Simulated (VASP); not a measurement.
# Re (P6_3/mmc) in VASP: further runs, part 2 of 3

VASP 6.6.1. The steps go on from the part before.

### Step 3. Electric field gradients, r2SCAN (volume scaled by 0.95)

The input, POSCAR:

```
Re
1.0
    2.7184572140      0.0000000000      0.0000000000
   -1.3592286070      2.3542530064      0.0000000000
    0.0000000000      0.0000000000      4.3977386465
Re
2
Direct
    0.3333333333      0.6666666667      0.2500000000
    0.6666666667      0.3333333333      0.7500000000
```

The input, INCAR.step1:

```
SYSTEM = Re
ALGO = Normal ; EDIFF = 1E-4
ENCUT = 520 ; GGA = PE
ISMEAR = -1 ; LASPH = .True.
LCHARG = .False. ; LREAL = .False.
LWAVE = .True. ; NBANDS = 14
NELM = 60 ; PREC = Accurate
SIGMA = 0.08
```

The input, INCAR.step2:

```
SYSTEM = Re
ALGO = Normal ; EDIFF = 1E-8
ENCUT = 520 ; ISIF = 2
ISMEAR = -1 ; ISTART = 1
LASPH = .True. ; LCHARG = .False.
LEFG = .True. ; LMIXTAU = .True.
LREAL = .False. ; LWAVE = .False.
METAGGA = R2SCAN ; NBANDS = 14
NELM = 60 ; PREC = Accurate
SIGMA = 0.08
```

The input, KPOINTS:

```
k-points
0
Gamma
  14 14 8
  0 0 0
```

Potentials or basis: VASP PAW PBE potentials, release 64 (Re).

Run with:

```sh
$ cat potpaw_PBE.64/Re/POTCAR > POTCAR
$ cp INCAR.step1 INCAR
$ mpirun -np 1 vasp_std > vasp.out
$ cp INCAR.step2 INCAR
$ mpirun -np 1 vasp_std > vasp.out
```

OUTCAR:

```text
SYSTEM = Re
   EDIFF = 1E-8
   ENCUT = 520
   ISIF = 2
   ISMEAR = -1
   ISTART = 1
   LASPH = .True.
   LREAL = .False.
   METAGGA = R2SCAN
   NELM = 60
   PREC = Accurate

 ion  position               nearest neighbor table
   1  0.333  0.667  0.250-   2 2.70   2 2.70   2 2.70   2 2.70   2 2.70   2 2.70
   2  0.667  0.333  0.750-   1 2.70   1 2.70   1 2.70   1 2.70   1 2.70   1 2.70

  LATTYP: Found a hexagonal cell.
 ALAT       =     2.7184572140
 C/A-ratio  =     1.6177332584

  Lattice vectors:

 A1 = (   2.7184572140,   0.0000000000,   0.0000000000)
 A2 = (  -1.3592286070,   2.3542530064,   0.0000000000)
 A3 = (   0.0000000000,   0.0000000000,   4.3977386465)

Analysis of symmetry for initial positions (statically):
=====================================================================
 Subroutine PRICEL returns:
 Original cell was already a primitive cell.

 Routine SETGRP: Setting up the symmetry group for a
 hexagonal supercell.

 Subroutine GETGRP returns: Found 24 space group operations
 (whereof 12 operations were pure point group operations)
 out of a pool of 24 trial point group operations.

The static configuration has the point symmetry D_3d.
 The point group associated with its full space group is D_6h.

Analysis of symmetry for dynamics (positions and initial velocities):
=====================================================================
 Subroutine PRICEL returns:
 Original cell was already a primitive cell.

 Routine SETGRP: Setting up the symmetry group for a
 hexagonal supercell.

 Subroutine GETGRP returns: Found 24 space group operations
 (whereof 12 operations were pure point group operations)
 out of a pool of 24 trial point group operations.

The dynamic configuration has the point symmetry D_3d.
 The point group associated with its full space group is D_6h.

 Subroutine INISYM returns: Found 24 space group operations
 (whereof 12 operations are pure point group operations),
 and found     1 'primitive' translations

----------------------------------------------------------------------------------------

                                     Primitive cell

  volume of cell :      28.1452

  direct lattice vectors                    reciprocal lattice vectors
     2.718457214  0.000000000  0.000000000     0.367855707  0.212381591  0.000000000
    -1.359228607  2.354253006  0.000000000     0.000000000  0.424763183  0.000000000
     0.000000000  0.000000000  4.397738646     0.000000000  0.000000000  0.227389593

  length of vectors
     2.718457214  2.718457214  4.397738646     0.424763183  0.424763183  0.227389593

  position of ions in fractional coordinates (direct lattice)
     0.333333333  0.666666667  0.250000000
     0.666666667  0.333333333  0.750000000

  ion indices of the primitive-cell ions
   primitive index   ion index
                 1           1
                 2           2

----------------------------------------------------------------------------------------

 KPOINTS: k-points

[... 80 lines left out ...]
   EMIN   =  10.00;   EMAX   =-10.00  energy-range for DOS
   EFERMI =   0.00;   METHOD = LEGACY
   ISMEAR =    -1;   SIGMA  =   0.08  broadening in eV -4-tet -1-fermi 0-gaus
   EFERMI_NEDOS =   21; number of points for ismear=-14 and -15
   IALGO  =     38    algorithm
   IMIX   =      4    mixing-type and parameters
     AMIX     =   0.40;   BMIX     =  1.00
     AMIX_MAG =   1.60;   BMIX_MAG =  1.00
  volume/ion in A,a.u.               =      14.07        94.97
  Fermi-wavevector in a.u.,A,eV,Ry     =   1.297127  2.451215 22.892325  1.682538
  Thomas-Fermi vector in A             =   2.428539
   LORBIT       =      0    0 simple, 1 ext, 2 COOP (PROOUT), +10 PAW based schemes
   METAGGA = R2SCAN    functional components
   LHFCALC =     F    Hartree Fock is set to
   AEXX    =    0.0000 exact exchange contribution
   IVDW    =     0    specifies the selected vdW correction
   LEPSILON=     F    determine dielectric tensor
   LRPA    =     F    only Hartree local field effects (RPA)
 non-spin polarized calculation
  energy-cutoff  :      520.00
  volume of cell :       28.15
 maximum number of plane-waves:       772
   NGX = 11   NGY = 11   NGZ = 17

 number of electron      14.0000000 magnetization

 Free energy of the ion-electron system (eV)
  ---------------------------------------------------
  ext. energy  EPLUGINS =         0.00000000
  ---------------------------------------------------
  free energy    TOTEN  =      -104.84643446 eV

  energy without entropy =     -104.81705895  energy(sigma->0) =     -104.83174670

 E-fermi :   8.2235     XC(G=0): -15.2689

 val. band max:        8.2068526783   @ k =   0.1429   0.0000   0.0000
 cond. band min:       8.2262299522   @ k =   0.1429   0.1429   0.0000
 fundamental gap:      0.0193772739
 Fermi energy:         8.2235478333

 k-point     1 :       0.0000    0.0000    0.0000
  band No.  band energies     occupation
      1      -2.4104      2.00000
      2       0.9663      2.00000
      3       6.4567      2.00000
      4       6.4962      2.00000
      5       6.4962      2.00000
      6       7.4195      1.99991
      7       7.4195      1.99991
      8       8.4804      0.07750
      9       8.4804      0.07750
     10       8.8823      0.00053
     11      11.9783      0.00000
     12      11.9783      0.00000
     13      19.4070      0.00000
     14      23.1308      0.00000
[... 377 lines left out ...]
      1       2.4450      2.00000
      2       3.6239      2.00000
      3       3.7328      2.00000
      4       4.6193      2.00000
      5       5.7560      2.00000
      6       6.0608      2.00000
      7       8.1198      1.57064
      8      11.3483      0.00000
      9      11.9095      0.00000
     10      12.1399      0.00000
     11      15.6773      0.00000
     12      15.7902      0.00000
     13      17.5029      0.00000
     14      23.7331      0.00000

 [... further k-points ...]
[... 5 lines left out ...]
  --------------------------------------------------------------------------------------
  -------------------------------------------------------------------------------------
  Total        3.3456997      3.3456997      3.4114128      0.0000000      0.0000000      0.0000000
  in kB      190.4550506    190.4550506    194.1957904      0.0000000      0.0000000      0.0000000
  external PRESSURE =     191.7019638 kB  Pullay stress =       0.0000000 kB

 VOLUME and BASIS-vectors are now :
 -----------------------------------------------------------------------------
  energy-cutoff  :      520.00
  volume of cell :       28.15
      direct lattice vectors                 reciprocal lattice vectors
     2.718457214  0.000000000  0.000000000     0.367855707  0.212381591  0.000000000
    -1.359228607  2.354253006  0.000000000     0.000000000  0.424763183  0.000000000
     0.000000000  0.000000000  4.397738646     0.000000000  0.000000000  0.227389593

 POSITION                                       TOTAL-FORCE (eV/Angst)
 -----------------------------------------------------------------------------------
     -0.00000      1.56950      1.09943         0.000000      0.000000      0.000000
      1.35923      0.78475      3.29830        -0.000000     -0.000000      0.000000
 -----------------------------------------------------------------------------------
    total drift:                                0.000000     -0.000000     -0.000000

  FREE ENERGIE OF THE ION-ELECTRON SYSTEM (eV)
  ---------------------------------------------------
  free  energy   TOTEN  =      -104.8464344581 eV

  energy  without entropy=     -104.8170589503  energy(sigma->0) =     -104.83174670

 Electric field gradients (V/A^2)
---------------------------------------------------------------------
 ion       V_xx      V_yy      V_zz      V_xy      V_xz      V_yz
---------------------------------------------------------------------
   1      37.619    37.619   -75.238    -0.000     0.000     0.000
   2      37.619    37.619   -75.238    -0.000     0.000     0.000
---------------------------------------------------------------------

 Electric field gradients after diagonalization (V/A^2)
 (convention: |V_zz| > |V_xx| > |V_yy|)
----------------------------------------------------------------------
 ion       V_xx      V_yy      V_zz     asymmetry (V_yy - V_xx)/ V_zz
----------------------------------------------------------------------
   1      37.619    37.619   -75.238       0.000
   2      37.619    37.619   -75.238       0.000
----------------------------------------------------------------------

           NMR quadrupolar parameters

 Cq : quadrupolar parameter    Cq=e*Q*V_zz/h
 eta: asymmetry parameters     (V_yy - V_xx)/ V_zz
 Q  : nuclear electric quadrupole moment in mb (millibarn)
----------------------------------------------------------------------
 ion       Cq(MHz)       eta       Q (mb)
----------------------------------------------------------------------
   1      -0.182       0.000       1.000
   2      -0.182       0.000       1.000
----------------------------------------------------------------------
```

Wall time 1.7 min (1 thread of Intel Xeon 6975P-C (Granite Rapids), shared host); peak memory 0.17 GiB.

Results:

| Property | Result |
| --- | --- |
| Free energy | -104.8464 eV |
| Pressure | 19.2 GPa |
| Band gap on the k mesh | zero (band 7 reaches 9.98 eV, above the bottom of band 8 at 6.36 eV) |

Electric field gradients, principal values (V/Å²):
```
atom   least  middle  greatest (by size)
1 Re  37.619  37.619             -75.238
2 Re  37.619  37.619             -75.238
```

Caveat: without QUAD_EFG the Cq values of the log hold for a quadrupole moment of 1 mb, not for the nuclei; the PAW data sets were made with another functional, which shifts forces and pressure a little; spin-orbit coupling is left out, which moves the levels of the heavy elements.

### Step 4. Electric field gradients, r2SCAN (volume scaled by 0.975)

The input, POSCAR:

```
Re
1.0
    2.7420971590      0.0000000000      0.0000000000
   -1.3710485795      2.3747257993      0.0000000000
    0.0000000000      0.0000000000      4.4359817717
Re
2
Direct
    0.3333333333      0.6666666667      0.2500000000
    0.6666666667      0.3333333333      0.7500000000
```

The input, INCAR.step1:

```
  ALGO = Normal
  EDIFF = 1E-4
  ENCUT = 520
  GGA = PE
  ISMEAR = -1
  LASPH = True
  LCHARG = False
  LREAL = False
  LWAVE = True
  NBANDS = 14
  NELM = 60
  PREC = Accurate
  SIGMA = 0.08
```

The input, INCAR.step2:

```
  ALGO = Normal
  EDIFF = 1E-8
  ENCUT = 520
  ISIF = 2
  ISMEAR = -1
  ISTART = 1
  LASPH = True
  LCHARG = False
  LEFG = True
  LMIXTAU = True
  LREAL = False
  LWAVE = False
  METAGGA = R2SCAN
  NBANDS = 14
  NELM = 60
  PREC = Accurate
  SIGMA = 0.08
```

The input, KPOINTS:

```
k-points
0
Gamma
  14 14 8
```

Potentials or basis: VASP PAW PBE potentials, release 64 (Re).

Run with:

```sh
$ cat potpaw_PBE.64/Re/POTCAR > POTCAR
$ cp INCAR.step1 INCAR
$ mpirun -np 1 vasp_std > vasp.out
$ cp INCAR.step2 INCAR
$ mpirun -np 1 vasp_std > vasp.out
```

OUTCAR:

```text
EDIFF = 1E-8
   ENCUT = 520
   ISIF = 2
   ISMEAR = -1
   ISTART = 1
   LASPH = True
   LREAL = False
   METAGGA = R2SCAN
   NELM = 60
   PREC = Accurate

 ion  position               nearest neighbor table
   1  0.333  0.667  0.250-   2 2.73   2 2.73   2 2.73   2 2.73   2 2.73   2 2.73
   2  0.667  0.333  0.750-   1 2.73   1 2.73   1 2.73   1 2.73   1 2.73   1 2.73

  LATTYP: Found a hexagonal cell.
 ALAT       =     2.7420971590
 C/A-ratio  =     1.6177332583

  Lattice vectors:

 A1 = (   2.7420971590,   0.0000000000,   0.0000000000)
 A2 = (  -1.3710485795,   2.3747257993,   0.0000000000)
[... 622 lines left out ...]
  free  energy   TOTEN  =      -104.9078573072 eV

  energy  without entropy=     -104.8777267908  energy(sigma->0) =     -104.89279205

 Electric field gradients (V/A^2)
---------------------------------------------------------------------
 ion       V_xx      V_yy      V_zz      V_xy      V_xz      V_yz
---------------------------------------------------------------------
   1      36.650    36.650   -73.300    -0.000     0.000     0.000
   2      36.650    36.650   -73.300    -0.000     0.000     0.000
---------------------------------------------------------------------

 Electric field gradients after diagonalization (V/A^2)
 (convention: |V_zz| > |V_xx| > |V_yy|)
----------------------------------------------------------------------
 ion       V_xx      V_yy      V_zz     asymmetry (V_yy - V_xx)/ V_zz
----------------------------------------------------------------------
   1      36.650    36.650   -73.300       0.000
   2      36.650    36.650   -73.300       0.000
----------------------------------------------------------------------

           NMR quadrupolar parameters

 Cq : quadrupolar parameter    Cq=e*Q*V_zz/h
 eta: asymmetry parameters     (V_yy - V_xx)/ V_zz
 Q  : nuclear electric quadrupole moment in mb (millibarn)
----------------------------------------------------------------------
 ion       Cq(MHz)       eta       Q (mb)
----------------------------------------------------------------------
   1      -0.177       0.000       1.000
   2      -0.177       0.000       1.000
----------------------------------------------------------------------
```

OSZICAR.step1:

```text
N       E                     dE             d eps       ncg     rms          rms(c)
DAV:   1     0.201512028193E+02    0.20151E+02   -0.68875E+03  6720   0.125E+03
DAV:   2    -0.251718525628E+02   -0.45323E+02   -0.39976E+02  5470   0.290E+02
DAV:   3    -0.261814849038E+02   -0.10096E+01   -0.98280E+00  5230   0.426E+01
DAV:   4    -0.261909865738E+02   -0.95017E-02   -0.94907E-02  5162   0.291E+00
DAV:   5    -0.261911708400E+02   -0.18427E-03   -0.18425E-03  5250   0.711E-01    0.443E+01
DAV:   6    -0.251998693778E+02    0.99130E+00   -0.71206E-01  5796   0.237E+01    0.187E+01
DAV:   7    -0.248432753444E+02    0.35659E+00   -0.53744E-01  5840   0.200E+01    0.597E-01
DAV:   8    -0.248307802265E+02    0.12495E-01   -0.81540E-03  5688   0.938E-01    0.182E-01
DAV:   9    -0.248299815490E+02    0.79868E-03   -0.12504E-04  3816   0.239E-01    0.927E-02
DAV:  10    -0.248300136108E+02   -0.32062E-04   -0.20277E-04  3142   0.294E-01
   1 F= -.24830014E+02 E0= -.24813887E+02  d E =-.322527E-01
```

It took 1.8 min on 1 thread of Intel Xeon 6975P-C (Granite Rapids), shared host; peak memory 0.17 GiB.

What came out:

- Free energy: -104.9079 eV
- Pressure: 7.4 GPa
- Band gap on the k mesh: zero (band 7 reaches 9.60 eV, above the bottom of band 8 at 6.11 eV)

Stress tensor (GPa, compression positive):
```
7.29 0.00 0.00
0.00 7.29 0.00
0.00 0.00 7.63
```

Electric field gradients, principal values (V/Å²):
| atom | least | middle | greatest (by size) |
| --- | --- | --- | --- |
| 1 Re | 36.650 | 36.650 | -73.300 |
| 2 Re | 36.650 | 36.650 | -73.300 |

Caveat: without QUAD_EFG the Cq values of the log hold for a quadrupole moment of 1 mb, not for the nuclei; the PAW data sets were made with another functional, which shifts forces and pressure a little; spin-orbit coupling is left out, which moves the levels of the heavy elements.

(Continued in part 3 of 3.)
